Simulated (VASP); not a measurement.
A run of VASP 6.6.1 is set up as follows.

The input INCAR:

```
PREC = Accurate
ENCUT = 520
EDIFF = 1E-7
ISMEAR = 0
SIGMA = 0.1
LREAL = False
LASPH = True
NELM = 80
ALGO = Normal
ISIF = 2
LWAVE = False
LCHARG = True
GGA = PE
LELF = True
LVHAR = True
NBANDS = 24
```

File KPOINTS:

```
Automatic mesh
0
Gamma
  6 6 6
```

POSCAR

```
Ge2F
1.0
    4.3266110907      0.0000000000      0.0000000000
   -2.1633055454      3.7469551168      0.0000000000
    0.0000000000      0.0000000000      3.0226739420
Ge F
2 1
Direct
    0.3333333333      0.6666666667      0.5000000000
    0.6666666667      0.3333333333      0.5000000000
    0.0000000000      0.0000000000      0.0000000000
```

Potentials or basis: VASP PAW PBE potentials, release 64 (Ge_d, F).

Launch:

```console
$ cat potpaw_PBE.64/Ge_d/POTCAR potpaw_PBE.64/F/POTCAR > POTCAR
$ mpirun -np 1 vasp_std > vasp.out
```

Task: Predict the pressure.

Result: 0.0 GPa.

Stress tensor (GPa, compression positive):
```
 0.03  0.00  0.00
 0.00  0.03  0.00
 0.00  0.00 -0.14
```

Caveat: an odd number of electrons without spin polarisation forces a metal; a magnetic or distorted state may lie lower.
